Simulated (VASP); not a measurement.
Input of a VASP 6.6.1 run:

Contents of INCAR:

```
PREC = Accurate ; ENCUT = 520
EDIFF = 1E-6 ; ISMEAR = -1
SIGMA = 0.08 ; LREAL = False
LASPH = True ; NELM = 80
ALGO = Normal ; ISIF = 2
LWAVE = False ; LCHARG = False
GGA = PE ; NBANDS = 11
```

File KPOINTS:

```
Automatic mesh
0
Gamma
  15 15 15
```

Contents of POSCAR:

```
Hf
1.0
    2.9176107633      0.0000000000      0.0000000000
    0.0000000000      2.9176107633      0.0000000000
    0.0000000000      0.0000000000      2.9176107633
Hf
1
Direct
    0.0000000000      0.0000000000      0.0000000000
```

Potentials or basis: VASP PAW PBE potentials, release 64 (Hf_pv).

Launch:

```console
$ cat potpaw_PBE.64/Hf_pv/POTCAR > POTCAR
$ mpirun -np 1 vasp_std > vasp.out
```

(1) Predict the pressure.

(2) Estimate the band gap on the k mesh.

Results:

(1) -0.3 GPa.

(2) zero (band 5 reaches 4.70 eV, above the bottom of band 6 at 2.39 eV).

Caveat: spin-orbit coupling is left out, which moves the levels of the heavy elements.
